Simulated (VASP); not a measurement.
# Cd3HgSe4 (P-4m2) in VASP: a series of runs, part 2 of 2

VASP 6.6.1. Earlier steps stand in the parts before.

## (3) Single point, PBE

This run uses another cell than the first one, of 30.12 Å³/atom.

INCAR

```
PREC = Accurate
ENCUT = 520
EDIFF = 1E-7
ISMEAR = 0
SIGMA = 0.1
LREAL = F
LASPH = T
NELM = 60
ALGO = Normal
ISIF = 2
LWAVE = F
LCHARG = F
GGA = PE
NBANDS = 46
```

KPOINTS

```
Automatic mesh
0
Gamma
  4 4 2
```

POSCAR

```
Cd3HgSe4
1.0
    4.4121733518      0.0000000000      0.0000000000
    0.0000000000      4.4121733518      0.0000000000
    0.0000000000      0.0000000000     12.3792293232
Cd Hg Se
3 1 4
Direct
    0.0000000000      0.0000000000      0.0000000000
    0.5000000000      0.5000000000      0.2485290204
    0.5000000000      0.5000000000      0.7514709796
    0.0000000000      0.0000000000      0.5000000000
    0.5000000000      0.0000000000      0.1242502052
    0.0000000000      0.5000000000      0.3723687479
    0.5000000000      0.0000000000      0.6276312521
    0.0000000000      0.5000000000      0.8757497948
```

Potentials or basis: VASP PAW PBE potentials, release 64 (Cd, Hg, Se).

Launch:

```sh
> cat potpaw_PBE.64/Cd/POTCAR potpaw_PBE.64/Hg/POTCAR potpaw_PBE.64/Se/POTCAR > POTCAR
> mpirun -np 1 vasp_std > vasp.out
```

OUTCAR:

```text
PREC = Accurate
   ENCUT = 520
   EDIFF = 1E-7
   ISMEAR = 0
   LREAL = F
   LASPH = T
   NELM = 60
   ISIF = 2
   GGA = PE

 ion  position               nearest neighbor table
   1  0.000  0.000  0.000-   5 2.69   8 2.69   8 2.69   5 2.69
   2  0.500  0.500  0.249-   6 2.69   6 2.69   5 2.69   5 2.69
   3  0.500  0.500  0.751-   7 2.69   7 2.69   8 2.69   8 2.69
   4  0.000  0.000  0.500-   6 2.71   7 2.71   6 2.71   7 2.71
   5  0.500  0.000  0.124-   1 2.69   1 2.69   2 2.69   2 2.69
   6  0.000  0.500  0.372-   2 2.69   2 2.69   4 2.71   4 2.71
   7  0.500  0.000  0.628-   3 2.69   3 2.69   4 2.71   4 2.71
   8  0.000  0.500  0.876-   1 2.69   1 2.69   3 2.69   3 2.69

  LATTYP: Found a simple tetragonal cell.
 ALAT       =     4.4121733518
 C/A-ratio  =     2.8056987648

  Lattice vectors:

 A1 = (   4.4121733518,   0.0000000000,   0.0000000000)
 A2 = (   0.0000000000,   4.4121733518,   0.0000000000)
 A3 = (   0.0000000000,   0.0000000000,  12.3792293232)

Analysis of symmetry for initial positions (statically):
=====================================================================
 Subroutine PRICEL returns:
 Original cell was already a primitive cell.

 Routine SETGRP: Setting up the symmetry group for a
 simple tetragonal supercell.

 Subroutine GETGRP returns: Found  8 space group operations
 (whereof  8 operations were pure point group operations)
 out of a pool of 16 trial point group operations.

The static configuration has the point symmetry D_2d.

Analysis of symmetry for dynamics (positions and initial velocities):
=====================================================================
 Subroutine PRICEL returns:
 Original cell was already a primitive cell.

 Routine SETGRP: Setting up the symmetry group for a
 simple tetragonal supercell.

 Subroutine GETGRP returns: Found  8 space group operations
 (whereof  8 operations were pure point group operations)
 out of a pool of 16 trial point group operations.

The dynamic configuration has the point symmetry D_2d.

 Subroutine INISYM returns: Found  8 space group operations
 (whereof  8 operations are pure point group operations),
 and found     1 'primitive' translations

----------------------------------------------------------------------------------------

                                     Primitive cell

  volume of cell :     240.9898

  direct lattice vectors                    reciprocal lattice vectors
     4.412173352  0.000000000  0.000000000     0.226645673  0.000000000  0.000000000
     0.000000000  4.412173352  0.000000000     0.000000000  0.226645673  0.000000000
     0.000000000  0.000000000 12.379229323     0.000000000  0.000000000  0.080780473

  length of vectors
     4.412173352  4.412173352 12.379229323     0.226645673  0.226645673  0.080780473

  position of ions in fractional coordinates (direct lattice)
     0.000000000  0.000000000  0.000000000
     0.500000000  0.500000000  0.248529020
     0.500000000  0.500000000  0.751470980
     0.000000000  0.000000000  0.500000000
     0.500000000  0.000000000  0.124250205
     0.000000000  0.500000000  0.372368748
[... 46 lines left out ...]
  0.500000  0.250000  0.000000      4.000000
  0.500000  0.500000  0.000000      1.000000
  0.000000  0.000000  0.500000      1.000000
  0.250000  0.000000  0.500000      4.000000
  0.500000  0.000000  0.500000      2.000000
  0.250000  0.250000  0.500000      4.000000
  0.500000  0.250000  0.500000      4.000000
  0.500000  0.500000  0.500000      1.000000
   k-points           NKPTS =     12   k-points in BZ     NKDIM =     12   number of bands    NBANDS=     46
   number of dos      NEDOS =    301   number of ions     NIONS =      8
   total plane-waves  NPLWV = 124416
   dimension x,y,z NGX =    36 NGY =   36 NGZ =   96
   dimension x,y,z NGXF=    72 NGYF=   72 NGZF=  192
   ions per type =               3   1   4
   NGX,Y,Z   is equivalent  to a cutoff of  13.56, 13.56, 12.89 a.u.
   NGXF,Y,Z  is equivalent  to a cutoff of  27.13, 27.13, 25.78 a.u.
 SYSTEM =  unknown system
   PREC   = accura    normal or accurate (medium, high low for compatibility)
   ISTART =      0    job   : 0-new  1-cont  2-samecut
   ICHARG =      2    charge: 1-file 2-atom 10-const
   ISPIN  =      1    spin polarized calculation?
   LNONCOLLINEAR =      F non collinear calculations
   LSORBIT =      F    spin-orbit coupling
   LASPH  =      T    aspherical Exc in radial PAW
   ENCUT  =  520.0 eV  38.22 Ry    6.18 a.u.   8.20  8.20 23.02*2*pi/ulx,y,z
   NELM   =     60;   NELMIN=  2; NELMDL= -5     # of ELM steps
   EDIFF  = 0.1E-06   stopping-criterion for ELM
   LREAL  =      F    real-space projection
   EDIFFG = 0.1E-05   stopping-criterion for IOM
   NSW    =      0    number of steps for IOM
   IBRION =     -1    ionic relax: 0-MD 1-quasi-New 2-CG
   NFREE  =      0    steps in history (QN), initial steepest desc. (CG)
   ISIF   =      2    stress and relaxation
   ISYM   =      2    0-nonsym 1-usesym 2-fastsym
   POTIM  = 0.5000    time-step for ionic-motion
   TEBEG  =    0.0;   TEEND  =   0.0 temperature during run
   PSTRESS=    0.0 pullay stress
   NELECT =      72.0000    total number of electrons
   NUPDOWN=      -1.0000    fix difference up-down
   EMIN   =  10.00;   EMAX   =-10.00  energy-range for DOS
   EFERMI =   0.00;   METHOD = LEGACY
   ISMEAR =     0;   SIGMA  =   0.10  broadening in eV -4-tet -1-fermi 0-gaus
   EFERMI_NEDOS =   21; number of points for ismear=-14 and -15
   IALGO  =     38    algorithm
   IMIX   =      4    mixing-type and parameters
     AMIX     =   0.40;   BMIX     =  1.00
     AMIX_MAG =   1.60;   BMIX_MAG =  1.00
  volume/ion in A,a.u.               =      30.12       203.28
  Fermi-wavevector in a.u.,A,eV,Ry     =   1.094425  2.068164 16.296603  1.197767
  Thomas-Fermi vector in A             =   2.230730
   LORBIT       =      0    0 simple, 1 ext, 2 COOP (PROOUT), +10 PAW based schemes
   GGA     = PE    functional components
   LHFCALC =     F    Hartree Fock is set to
   AEXX    =    0.0000 exact exchange contribution
   IVDW    =     0    specifies the selected vdW correction
   LEPSILON=     F    determine dielectric tensor
   LRPA    =     F    only Hartree local field effects (RPA)
 non-spin polarized calculation
 Gauss-broadening in eV      SIGMA  =   0.10
  energy-cutoff  :      520.00
  volume of cell :      240.99
 maximum number of plane-waves:      6531
 NGX is ok and might be reduce to    36
   NGX = 17   NGY = 17   NGZ = 47

 number of electron      72.0000002 magnetization

 Free energy of the ion-electron system (eV)
  ---------------------------------------------------
  ext. energy  EPLUGINS =         0.00000000
  ---------------------------------------------------
  free energy    TOTEN  =       -20.49557664 eV

  energy without entropy =      -20.49055526  energy(sigma->0) =      -20.49306595

 E-fermi :   0.6787     XC(G=0):  -8.6125

 val. band max:        0.6095632560   @ k =   0.0000   0.0000   0.0000
 cond. band min:       0.6815726280   @ k =   0.0000   0.0000   0.0000
 fundamental gap:      0.0720093720
 Fermi energy:         0.6786635084

 k-point     1 :       0.0000    0.0000    0.0000
  band No.  band energies     occupation
      1     -11.8349      2.00000
      2     -11.6010      2.00000
      3     -11.5920      2.00000
      4     -11.3722      2.00000
      5      -7.2356      2.00000
      6      -7.2356      2.00000
[... 577 lines left out ...]
     45       8.6608      0.00000
     46       8.7223      0.00000

------------------------ aborting loop because EDIFF is reached ----------------------------------------

  FORCE on cell =-STRESS in cart. coord.  units (eV):
  Direction    XX          YY          ZZ          XY          YZ          ZX
  --------------------------------------------------------------------------------------
  -------------------------------------------------------------------------------------
  Total        0.1617701      0.1617701      0.0539690      0.0000000      0.0000000      0.0000000
  in kB        1.0754990      1.0754990      0.3588033      0.0000000      0.0000000      0.0000000
  external PRESSURE =       0.8366004 kB  Pullay stress =       0.0000000 kB

 VOLUME and BASIS-vectors are now :
 -----------------------------------------------------------------------------
  energy-cutoff  :      520.00
  volume of cell :      240.99
      direct lattice vectors                 reciprocal lattice vectors
     4.412173352  0.000000000  0.000000000     0.226645673  0.000000000  0.000000000
     0.000000000  4.412173352  0.000000000     0.000000000  0.226645673  0.000000000
     0.000000000  0.000000000 12.379229323     0.000000000  0.000000000  0.080780473

 POSITION                                       TOTAL-FORCE (eV/Angst)
 -----------------------------------------------------------------------------------
      0.00000      0.00000      0.00000        -0.000000     -0.000000     -0.000000
      2.20609      2.20609      3.07660        -0.000000     -0.000000     -0.003906
      2.20609      2.20609      9.30263         0.000000      0.000000      0.003906
      0.00000      0.00000      6.18961        -0.000000     -0.000000     -0.000000
      2.20609      0.00000      1.53812         0.000000     -0.000000      0.000113
      0.00000      2.20609      4.60964        -0.000000     -0.000000      0.014293
      2.20609      0.00000      7.76959        -0.000000     -0.000000     -0.014293
      0.00000      2.20609     10.84111        -0.000000     -0.000000     -0.000113
 -----------------------------------------------------------------------------------
    total drift:                                0.000000      0.000000      0.000000

  FREE ENERGIE OF THE ION-ELECTRON SYSTEM (eV)
  ---------------------------------------------------
  free  energy   TOTEN  =       -20.4955766351 eV

  energy  without entropy=      -20.4905552640  energy(sigma->0) =      -20.49306595
```

It took 4.6 min on 1 thread of Intel Xeon 8259CL, shared host; peak memory 0.41 GiB.

Results:

| Item | Value |
| --- | --- |
| Free energy | -20.4956 eV |
| Pressure | 0.1 GPa |
| Largest force | 0.014 eV/Å |
| Band gap on the k mesh | 0.07 eV |

Forces on the atoms (eV/Å):
```
Cd   0.000  0.000  0.000
Cd   0.000  0.000 -0.004
Cd   0.000  0.000  0.004
Hg   0.000  0.000  0.000
Se   0.000  0.000  0.000
Se   0.000  0.000  0.014
Se   0.000  0.000 -0.014
Se   0.000  0.000  0.000
```

Caveat: spin-orbit coupling is left out, which moves the levels of the heavy elements.

## (4) Relaxation of cell and atoms, PBE

INCAR

```
SYSTEM = Cd3HgSe4
PREC = Accurate ; ENCUT = 600
EDIFF = 1E-6 ; ISMEAR = 0
SIGMA = 0.1 ; LREAL = .False.
LASPH = .True. ; NELM = 100
ALGO = Normal ; ISIF = 3
LWAVE = .False. ; LCHARG = .False.
GGA = PE ; IBRION = 2
NSW = 90 ; EDIFFG = -0.04
```

KPOINTS

```
Automatic mesh
0
Gamma
  4 4 2
  0 0 0
```

POSCAR

```
Cd3HgSe4
1.0
    4.2166723600      0.0000000000      0.0000000000
    0.0000000000      4.2166723600      0.0000000000
    0.0000000000      0.0000000000     11.9265504700
Cd Hg Se
3 1 4
Direct
    0.0000000000      0.0000000000      0.0000000000
    0.5000000000      0.5000000000      0.2500000000
    0.5000000000      0.5000000000      0.7500000000
    0.0000000000      0.0000000000      0.5000000000
    0.5000000000      0.0000000000      0.1250000000
    0.0000000000      0.5000000000      0.3750000000
    0.5000000000      0.0000000000      0.6250000000
    0.0000000000      0.5000000000      0.8750000000
```

Potentials or basis: VASP PAW PBE potentials, release 64 (Cd, Hg, Se).

Launch:

```sh
> cat potpaw_PBE.64/Cd/POTCAR potpaw_PBE.64/Hg/POTCAR potpaw_PBE.64/Se/POTCAR > POTCAR
> mpirun -np 1 vasp_std > vasp.out
```

OUTCAR:

```text
SYSTEM = Cd3HgSe4
   PREC = Accurate
   ENCUT = 600
   EDIFF = 1E-6
   ISMEAR = 0
   LREAL = .False.
   LASPH = .True.
   NELM = 100
   ISIF = 3
   GGA = PE
   IBRION = 2
   NSW = 90
   EDIFFG = -0.04

 ion  position               nearest neighbor table
   1  0.000  0.000  0.000-   5 2.58   8 2.58   8 2.58   5 2.58
   2  0.500  0.500  0.250-   5 2.58   6 2.58   5 2.58   6 2.58
   3  0.500  0.500  0.750-   7 2.58   8 2.58   7 2.58   8 2.58
   4  0.000  0.000  0.500-   6 2.58   7 2.58   6 2.58   7 2.58
   5  0.500  0.000  0.125-   1 2.58   2 2.58   2 2.58   1 2.58
   6  0.000  0.500  0.375-   2 2.58   4 2.58   4 2.58   2 2.58
   7  0.500  0.000  0.625-   3 2.58   4 2.58   3 2.58   4 2.58
   8  0.000  0.500  0.875-   1 2.58   3 2.58   1 2.58   3 2.58

  LATTYP: Found a simple tetragonal cell.
 ALAT       =     4.2166723600
 C/A-ratio  =     2.8284271226

[... 188 lines left out ...]
  -------------------------------------------------------------------------------------
  Total       10.3857316     10.3857316      9.9939565      0.0000000      0.0000000      0.0000000
  in kB       78.4680952     78.4680952     75.5080880      0.0000000      0.0000000      0.0000000
  external PRESSURE =      77.4814262 kB  Pullay stress =       0.0000000 kB
[... 281 lines left out ...]
--------------------------------------- Ionic step        8  -------------------------------------------

 number of electron      72.0000001 magnetization

 Free energy of the ion-electron system (eV)
  ---------------------------------------------------
  ext. energy  EPLUGINS =         0.00000000
  ---------------------------------------------------
  free energy    TOTEN  =       -20.48860419 eV

  energy without entropy =      -20.48358801  energy(sigma->0) =      -20.48609610

 E-fermi :   0.6762     XC(G=0):  -8.6108

 val. band max:        0.6084306533   @ k =   0.0000   0.0000   0.0000
 cond. band min:       0.6791920869   @ k =   0.0000   0.0000   0.0000
 fundamental gap:      0.0707614336
 Fermi energy:         0.6762070511

 k-point     1 :       0.0000    0.0000    0.0000
  band No.  band energies     occupation
      1     -11.8422      2.00000
      2     -11.5962      2.00000
      3     -11.5944      2.00000
      4     -11.3694      2.00000
      5      -7.2325      2.00000
      6      -7.2325      2.00000
[... 576 lines left out ...]
  FREE ENERGIE OF THE ION-ELECTRON SYSTEM (eV)
  ---------------------------------------------------
  free  energy   TOTEN  =       -20.4886041853 eV

  energy  without entropy=      -20.4835880069  energy(sigma->0) =      -20.48609610

 reached required accuracy - stopping structural energy minimisation
```

OSZICAR:

```text
N       E                     dE             d eps       ncg     rms          rms(c)
DAV:   1     0.577262503725E+03    0.57726E+03   -0.37327E+04  1032   0.170E+03
[... 71 lines left out ...]
DAV:   1    -0.204938118140E+02   -0.57174E-02   -0.51243E-01  1044   0.382E+00    0.541E-01
DAV:   2    -0.204892499085E+02    0.45619E-02   -0.15575E-02  1083   0.101E+00    0.184E-01
DAV:   3    -0.204887118556E+02    0.53805E-03   -0.14622E-03  1154   0.228E-01    0.166E-01
DAV:   4    -0.204886144890E+02    0.97367E-04   -0.17843E-04  1091   0.756E-02    0.246E-02
DAV:   5    -0.204886020688E+02    0.12420E-04   -0.73345E-05  1174   0.693E-02    0.130E-02
DAV:   6    -0.204886038990E+02   -0.18302E-05   -0.77507E-06  1091   0.143E-02    0.605E-03
DAV:   7    -0.204886041853E+02   -0.28629E-06   -0.30947E-07   567   0.373E-03
   8 F= -.20488604E+02 E0= -.20486096E+02  d E =-.509673E-03
```

It took 21 min on 1 thread of Intel Xeon 8259CL, shared host; peak memory 0.45 GiB.

What came out:

```yaml
Free_energy: -20.4886 eV
Relaxed_volume: 30.13 Å³/atom
Relaxed_cell: a = 4.415 Å, b = 4.415 Å, c = 12.365 Å, α = 90.00°, β = 90.00°, γ = 90.00°
Space_group_after_relaxing_to_0.1_Å: P-4m2 (No. 115)
Energy_gained_by_relaxing: 78.9 meV/atom
Ionic_steps: 8
Pressure_after_relaxing: 0.1 GPa
Largest_force_after_relaxing: 0.025 eV/Å
Band_gap_on_the_k_mesh: 0.07 eV
```

Forces on the atoms (eV/Å):
```
Cd   0.000  0.000  0.000
Cd   0.000  0.000 -0.025
Cd   0.000  0.000  0.025
Hg   0.000  0.000  0.000
Se   0.000  0.000 -0.023
Se   0.000  0.000  0.011
Se   0.000  0.000 -0.011
Se   0.000  0.000  0.023
```

Step by step:
```
step  energy change (eV)  largest force (eV/Å)  pressure (GPa)  volume (Å³)
   1              0.0000                0.2457            7.75       212.06
   2             -0.5499                0.0608           -1.93       253.88
   3             -0.6282                0.0940            0.03       241.26
   4             -0.6281                0.0920           -0.08       241.87
   5             -0.6291                0.0652           -0.08       241.85
   6             -0.6306                0.0457           -0.06       241.76
   7             -0.6307                0.0483           -0.06       241.75
   8             -0.6312                0.0252            0.06       241.07
```

Final structure:
```cif
data_structure
_symmetry_space_group_name_H-M 'P 1'
_symmetry_Int_Tables_number 1
_cell_length_a 4.4154
_cell_length_b 4.4154
_cell_length_c 12.3654
_cell_angle_alpha 90.000
_cell_angle_beta 90.000
_cell_angle_gamma 90.000
_cell_volume 241.07
loop_
_atom_site_label
_atom_site_type_symbol
_atom_site_fract_x
_atom_site_fract_y
_atom_site_fract_z
_atom_site_occupancy
Cd1 Cd 0.00000 0.00000 0.00000 1
Cd2 Cd 0.50000 0.50000 0.24923 1
Cd3 Cd 0.50000 0.50000 0.75078 1
Hg1 Hg 0.00000 0.00000 0.50000 1
Se1 Se 0.50000 0.00000 0.12482 1
Se2 Se 0.00000 0.50000 0.37273 1
Se3 Se 0.50000 0.00000 0.62727 1
Se4 Se 0.00000 0.50000 0.87518 1
```

Levels at points of the mesh, in eV from the valence-band top:
| k point | band 34 | band 35 | band 36 | band 37 | band 38 | band 39 |
| --- | --- | --- | --- | --- | --- | --- |
| (0.00, 0.00, 0.00) | 0.00 | 0.00 | 0.00 | 0.07 | 2.70 | 2.99 |
| (0.50, 0.00, 0.00) | -0.73 | -0.67 | -0.55 | 1.65 | 2.21 | 3.16 |
| (0.50, 0.50, 0.00) | -1.73 | -1.73 | -1.68 | 2.99 | 3.22 | 3.22 |
| (0.00, 0.00, 0.50) | -0.43 | -0.22 | -0.22 | 1.36 | 1.71 | 3.29 |
| (0.50, 0.00, 0.50) | -0.82 | -0.80 | -0.55 | 2.03 | 2.79 | 2.80 |
| (0.50, 0.50, 0.50) | -1.89 | -1.83 | -1.83 | 3.18 | 3.84 | 3.84 |

Caveat: spin-orbit coupling is left out, which moves the levels of the heavy elements.

## (5) Overview

| task | cell | cutoff (eV) | gap on the mesh (eV) | pressure (GPa) | largest force (eV/Å) |
| --- | --- | --- | --- | --- | --- |
| single point | a = 4.217, b = 4.217, c = 11.927 Å, 8 atoms, atomic positions A | 520 | 0.29 | 7.8 | 0.25 |
| single point | a = 4.412, b = 4.412, c = 12.379 Å, 8 atoms, atomic positions B | 520 | 0.07 | 0.1 | 0.01 |
| relaxation of cell and atoms | relaxed from a = 4.217, b = 4.217, c = 11.927 Å, 8 atoms, atomic positions A | 600 | 0.07 | 0.1 | 0.03 |

Alike in all rows: level PBE; potentials or basis VASP PAW PBE potentials, release 64 (Cd, Hg, Se); no spin polarisation; k mesh 4 × 4 × 2; smearing gaussian 0.1 eV.

Caveats: spin-orbit coupling is left out, which moves the levels of the heavy elements; the cell stands under pressure (at least some runs).

Total energies depend on the potentials used, so only differences within one code and one set of settings carry meaning.
